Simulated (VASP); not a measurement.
# HfGe3 (Pm-3m) in VASP: further runs

Aim: see how the results for HfGe3 move with the level of theory and the settings. Levels: LDA, PBE. Tasks: single point.

Everything below comes from runs of VASP 6.6.1. Logs are shortened: lines on timing, memory, paths and dates and some standing lists are left out, and cuts for length are marked.

**1. The cell of the first run**

Symmetry: Pm-3m, No. 221, cubic system. Conventional cell: a = 4.189 Å, b = 4.189 Å, c = 4.189 Å, α = 90.00°, β = 90.00°, γ = 90.00°. Hf (site symmetry m-3m) has 12 Ge at 2.96 Å within 3.9 Å. Within 3.9 Å of Ge (site symmetry 4/mmm) lie 4 Hf at 2.96 Å and 8 Ge at 2.96 Å.

**2. Single point, LDA**

Input file INCAR:

```
SYSTEM = HfGe3
PREC = Accurate ; ENCUT = 520
EDIFF = 1E-6 ; ISMEAR = 0
SIGMA = 0.05 ; LREAL = .FALSE.
LASPH = .TRUE. ; NELM = 100
ALGO = Normal ; ISIF = 2
LWAVE = .FALSE. ; LCHARG = .FALSE.
NBANDS = 34
```

Input file KPOINTS:

```
regular mesh
0
G
  8 8 8
  0 0 0
```

Input file POSCAR:

```
HfGe3
1.0
    4.1893899931      0.0000000000      0.0000000000
    0.0000000000      4.1893899931      0.0000000000
    0.0000000000      0.0000000000      4.1893899931
Hf Ge
1 3
Direct
    0.0000000000      0.0000000000      0.0000000000
    0.0000000000      0.5000000000      0.5000000000
    0.5000000000      0.5000000000      0.0000000000
    0.5000000000      0.0000000000      0.5000000000
```

Potentials or basis: VASP PAW LDA potentials, release 64 (Hf_pv, Ge_d).

Launch:

```bash
> cat potpaw_LDA.64/Hf_pv/POTCAR potpaw_LDA.64/Ge_d/POTCAR > POTCAR
> mpirun -np 1 vasp_std > vasp.out
```

OUTCAR:

```text
SYSTEM = HfGe3
   PREC = Accurate
   ENCUT = 520
   EDIFF = 1E-6
   ISMEAR = 0
   LREAL = .FALSE.
   LASPH = .TRUE.
   NELM = 100
   ISIF = 2

 ion  position               nearest neighbor table
   1  0.000  0.000  0.000-   2 2.96   3 2.96   4 2.96   2 2.96   4 2.96   2 2.96   3 2.96   2 2.96
                             3 2.96   4 2.96   4 2.96   3 2.96
   2  0.000  0.500  0.500-   1 2.96   1 2.96   1 2.96   1 2.96
   3  0.500  0.500  0.000-   1 2.96   1 2.96   1 2.96   1 2.96
   4  0.500  0.000  0.500-   1 2.96   1 2.96   1 2.96   1 2.96

  LATTYP: Found a simple cubic cell.
 ALAT       =     4.1893899931

  Lattice vectors:

 A1 = (   4.1893899931,   0.0000000000,   0.0000000000)
 A2 = (   0.0000000000,   4.1893899931,   0.0000000000)
 A3 = (   0.0000000000,   0.0000000000,   4.1893899931)

Analysis of symmetry for initial positions (statically):
=====================================================================
 Subroutine PRICEL returns:
 Original cell was already a primitive cell.

 Routine SETGRP: Setting up the symmetry group for a
 simple cubic supercell.

 Subroutine GETGRP returns: Found 48 space group operations
 (whereof 48 operations were pure point group operations)
 out of a pool of 48 trial point group operations.

The static configuration has the point symmetry O_h .

Analysis of symmetry for dynamics (positions and initial velocities):
=====================================================================
 Subroutine PRICEL returns:
 Original cell was already a primitive cell.

 Routine SETGRP: Setting up the symmetry group for a
 simple cubic supercell.

 Subroutine GETGRP returns: Found 48 space group operations
 (whereof 48 operations were pure point group operations)
 out of a pool of 48 trial point group operations.

The dynamic configuration has the point symmetry O_h .

 Subroutine INISYM returns: Found 48 space group operations
 (whereof 48 operations are pure point group operations),
 and found     1 'primitive' translations

----------------------------------------------------------------------------------------

                                     Primitive cell

  volume of cell :      73.5279

  direct lattice vectors                    reciprocal lattice vectors
     4.189389993  0.000000000  0.000000000     0.238698236  0.000000000  0.000000000
     0.000000000  4.189389993  0.000000000     0.000000000  0.238698236  0.000000000
[... 82 lines left out ...]
   ICHARG =      2    charge: 1-file 2-atom 10-const
   ISPIN  =      1    spin polarized calculation?
   LNONCOLLINEAR =      F non collinear calculations
   LSORBIT =      F    spin-orbit coupling
   LASPH  =      T    aspherical Exc in radial PAW
   ENCUT  =  520.0 eV  38.22 Ry    6.18 a.u.   7.79  7.79  7.79*2*pi/ulx,y,z
   NELM   =    100;   NELMIN=  2; NELMDL= -5     # of ELM steps
   EDIFF  = 0.1E-05   stopping-criterion for ELM
   LREAL  =      F    real-space projection
[... 7 lines left out ...]
   TEBEG  =    0.0;   TEEND  =   0.0 temperature during run
   PSTRESS=    0.0 pullay stress
   NELECT =      52.0000    total number of electrons
   NUPDOWN=      -1.0000    fix difference up-down
   EMIN   =  10.00;   EMAX   =-10.00  energy-range for DOS
   EFERMI =   0.00;   METHOD = LEGACY
   ISMEAR =     0;   SIGMA  =   0.05  broadening in eV -4-tet -1-fermi 0-gaus
   EFERMI_NEDOS =   21; number of points for ismear=-14 and -15
   IALGO  =     38    algorithm
   IMIX   =      4    mixing-type and parameters
     AMIX     =   0.40;   BMIX     =  1.00
     AMIX_MAG =   1.60;   BMIX_MAG =  1.00
  volume/ion in A,a.u.               =      18.38       124.05
  Fermi-wavevector in a.u.,A,eV,Ry     =   1.458563  2.756284 28.945111  2.127406
  Thomas-Fermi vector in A             =   2.575233
   LORBIT       =      0    0 simple, 1 ext, 2 COOP (PROOUT), +10 PAW based schemes
   GGA     = CA    functional components
   LHFCALC =     F    Hartree Fock is set to
   AEXX    =    0.0000 exact exchange contribution
   IVDW    =     0    specifies the selected vdW correction
   LEPSILON=     F    determine dielectric tensor
   LRPA    =     F    only Hartree local field effects (RPA)
 non-spin polarized calculation
 Gauss-broadening in eV      SIGMA  =   0.05
  energy-cutoff  :      520.00
  volume of cell :       73.53
 maximum number of plane-waves:      2000
 NGX is ok and might be reduce to    32
   NGX = 15   NGY = 15   NGZ = 15

 number of electron      52.0000079 magnetization

 Free energy of the ion-electron system (eV)
  ---------------------------------------------------
  ext. energy  EPLUGINS =         0.00000000
  ---------------------------------------------------
  free energy    TOTEN  =       -26.65605224 eV

  energy without entropy =      -26.65364787  energy(sigma->0) =      -26.65485006

 E-fermi :   7.1891     XC(G=0): -11.9015

 val. band max:        7.1720780768   @ k =   0.5000   0.1250   0.1250
 cond. band min:       7.2286711882   @ k =   0.5000   0.3750   0.0000
 fundamental gap:      0.0565931113
 Fermi energy:         7.1890710880

 k-point     1 :       0.0000    0.0000    0.0000
  band No.  band energies     occupation
      1     -24.4421      2.00000
      2     -24.4421      2.00000
      3     -24.4421      2.00000
      4     -17.8565      2.00000
      5     -17.8439      2.00000
      6     -17.8439      2.00000
[... 877 lines left out ...]
     33      12.3861      0.00000
     34      13.2658      0.00000

 [... further k-points ...]

------------------------ aborting loop because EDIFF is reached ----------------------------------------

  FORCE on cell =-STRESS in cart. coord.  units (eV):
  Direction    XX          YY          ZZ          XY          YZ          ZX
  --------------------------------------------------------------------------------------
  -------------------------------------------------------------------------------------
  Total       -3.1573796     -3.1573796     -3.1573796     -0.0000000      0.0000000     -0.0000000
  in kB      -68.7994565    -68.7994565    -68.7994565     -0.0000000      0.0000000     -0.0000000
  external PRESSURE =     -68.7994565 kB  Pullay stress =       0.0000000 kB

 VOLUME and BASIS-vectors are now :
 -----------------------------------------------------------------------------
  energy-cutoff  :      520.00
  volume of cell :       73.53
      direct lattice vectors                 reciprocal lattice vectors
     4.189389993  0.000000000  0.000000000     0.238698236  0.000000000  0.000000000
     0.000000000  4.189389993  0.000000000     0.000000000  0.238698236  0.000000000
     0.000000000  0.000000000  4.189389993     0.000000000  0.000000000  0.238698236

 POSITION                                       TOTAL-FORCE (eV/Angst)
 -----------------------------------------------------------------------------------
      0.00000      0.00000      0.00000         0.000000      0.000000      0.000000
      0.00000      2.09469      2.09469         0.000000      0.000000      0.000000
      2.09469      2.09469      0.00000         0.000000      0.000000      0.000000
      2.09469      0.00000      2.09469         0.000000      0.000000      0.000000
 -----------------------------------------------------------------------------------
    total drift:                                0.000000     -0.000000     -0.000000

  FREE ENERGIE OF THE ION-ELECTRON SYSTEM (eV)
  ---------------------------------------------------
  free  energy   TOTEN  =       -26.6560522427 eV

  energy  without entropy=      -26.6536478676  energy(sigma->0) =      -26.65485006
```

OSZICAR:

```text
N       E                     dE             d eps       ncg     rms          rms(c)
DAV:   1     0.428652010564E+03    0.42865E+03   -0.25367E+04  2928   0.392E+03
DAV:   2     0.437387261760E+02   -0.38491E+03   -0.37341E+03  2380   0.744E+02
DAV:   3    -0.244965530795E+02   -0.68235E+02   -0.66942E+02  2734   0.189E+02
DAV:   4    -0.276873012022E+02   -0.31907E+01   -0.31491E+01  2834   0.444E+01
DAV:   5    -0.277573541807E+02   -0.70053E-01   -0.69955E-01  2758   0.712E+00    0.330E+01
DAV:   6    -0.267536981025E+02    0.10037E+01   -0.28427E+00  3212   0.529E+00    0.216E+01
DAV:   7    -0.266568628900E+02    0.96835E-01   -0.46066E-01  2836   0.565E+00    0.562E+00
DAV:   8    -0.266588676711E+02   -0.20048E-02   -0.49149E-02  2774   0.184E+00    0.970E-01
DAV:   9    -0.266561306312E+02    0.27370E-02   -0.12891E-02  3018   0.128E+00    0.216E-01
DAV:  10    -0.266560644365E+02    0.66195E-04   -0.88221E-04  2846   0.307E-01    0.634E-02
DAV:  11    -0.266560517170E+02    0.12719E-04   -0.77727E-05  3082   0.108E-01    0.348E-02
DAV:  12    -0.266560522427E+02   -0.52576E-06   -0.58025E-06  2614   0.203E-02
   1 F= -.26656052E+02 E0= -.26654850E+02  d E =-.240438E-02
```

stdout:

```text
POSCAR found type information on POSCAR HfGe
 POSCAR found :  2 types and       4 ions
 scaLAPACK will be used
 LDA part: xc-table for (Slater(with rela. corr.)+CA(PZ))
 , standard interpolation
 POSCAR, INCAR and KPOINTS ok, starting setup
 FFT: planning ... GRIDC
 FFT: planning ... GRID_SOFT
 FFT: planning ... GRID
 WAVECAR not read
 entering main loop
```

Wall time 54 s (1 thread of Intel Xeon 6975P-C (Granite Rapids), shared host); peak memory 0.2 GiB.

Results:

```yaml
Free_energy: -26.6561 eV
Pressure: -6.9 GPa
Band_gap_on_the_k_mesh: zero (bands 26 and 27 overlap by 1.56 eV)
```

Caveat: the cell stands under tension; spin-orbit coupling is left out, which moves the levels of the heavy elements.

**3. Single point, PBE (18.75 Å³/atom)**

This run uses another cell than the first one, of 18.75 Å³/atom.

Input file INCAR:

```
PREC = Accurate
ENCUT = 520
EDIFF = 1E-6
ISMEAR = 0
SIGMA = 0.05
LREAL = False
LASPH = True
NELM = 60
ALGO = Normal
ISIF = 2
LWAVE = False
LCHARG = False
GGA = PE
NBANDS = 34
```

Input file KPOINTS:

```
Automatic mesh
0
Gamma
  8 8 8
```

Input file POSCAR:

```
HfGe3
1.0
    4.2171351063      0.0000000000      0.0000000000
    0.0000000000      4.2171351063      0.0000000000
    0.0000000000      0.0000000000      4.2171351063
Hf Ge
1 3
Direct
    0.0000000000      0.0000000000      0.0000000000
    0.0000000000      0.5000000000      0.5000000000
    0.5000000000      0.5000000000      0.0000000000
    0.5000000000      0.0000000000      0.5000000000
```

Potentials or basis: VASP PAW PBE potentials, release 64 (Hf_pv, Ge_d).

Launch:

```bash
> cat potpaw_PBE.64/Hf_pv/POTCAR potpaw_PBE.64/Ge_d/POTCAR > POTCAR
> mpirun -np 1 vasp_std > vasp.out
```

OUTCAR:

```text
PREC = Accurate
   ENCUT = 520
   EDIFF = 1E-6
   ISMEAR = 0
   LREAL = False
   LASPH = True
   NELM = 60
   ISIF = 2
   GGA = PE

 ion  position               nearest neighbor table
   1  0.000  0.000  0.000-   2 2.98   3 2.98   4 2.98   2 2.98   4 2.98   2 2.98   3 2.98   2 2.98
                             3 2.98   4 2.98   4 2.98   3 2.98
   2  0.000  0.500  0.500-   1 2.98   1 2.98   1 2.98   1 2.98
   3  0.500  0.500  0.000-   1 2.98   1 2.98   1 2.98   1 2.98
   4  0.500  0.000  0.500-   1 2.98   1 2.98   1 2.98   1 2.98
[... 1089 lines left out ...]
  Direction    XX          YY          ZZ          XY          YZ          ZX
  --------------------------------------------------------------------------------------
  -------------------------------------------------------------------------------------
  Total       -0.9248158     -0.9248158     -0.9248158     -0.0000000     -0.0000000      0.0000000
  in kB      -19.7566488    -19.7566488    -19.7566488     -0.0000000     -0.0000000      0.0000000
  external PRESSURE =     -19.7566488 kB  Pullay stress =       0.0000000 kB

 VOLUME and BASIS-vectors are now :
 -----------------------------------------------------------------------------
  energy-cutoff  :      520.00
  volume of cell :       75.00
      direct lattice vectors                 reciprocal lattice vectors
     4.217135106  0.000000000  0.000000000     0.237127807  0.000000000  0.000000000
     0.000000000  4.217135106  0.000000000     0.000000000  0.237127807  0.000000000
     0.000000000  0.000000000  4.217135106     0.000000000  0.000000000  0.237127807

 POSITION                                       TOTAL-FORCE (eV/Angst)
 -----------------------------------------------------------------------------------
      0.00000      0.00000      0.00000         0.000000      0.000000      0.000000
      0.00000      2.10857      2.10857         0.000000      0.000000      0.000000
      2.10857      2.10857      0.00000         0.000000      0.000000      0.000000
      2.10857      0.00000      2.10857         0.000000      0.000000      0.000000
 -----------------------------------------------------------------------------------
    total drift:                                0.000000     -0.000000     -0.000000

  FREE ENERGIE OF THE ION-ELECTRON SYSTEM (eV)
  ---------------------------------------------------
  free  energy   TOTEN  =       -23.6541476157 eV

  energy  without entropy=      -23.6515141891  energy(sigma->0) =      -23.65283090
```

It took 56 s on 1 thread of Intel Xeon 6975P-C (Granite Rapids), shared host; peak memory 0.22 GiB.

Results:

| Quantity | Value |
| --- | --- |
| Free energy | -23.6541 eV |
| Pressure | -2.0 GPa |
| Band gap on the k mesh | zero (bands 26 and 27 overlap by 1.61 eV) |

Caveat: spin-orbit coupling is left out, which moves the levels of the heavy elements.

The gap in the log of VASP goes by the Fermi energy; the results here count the filled bands.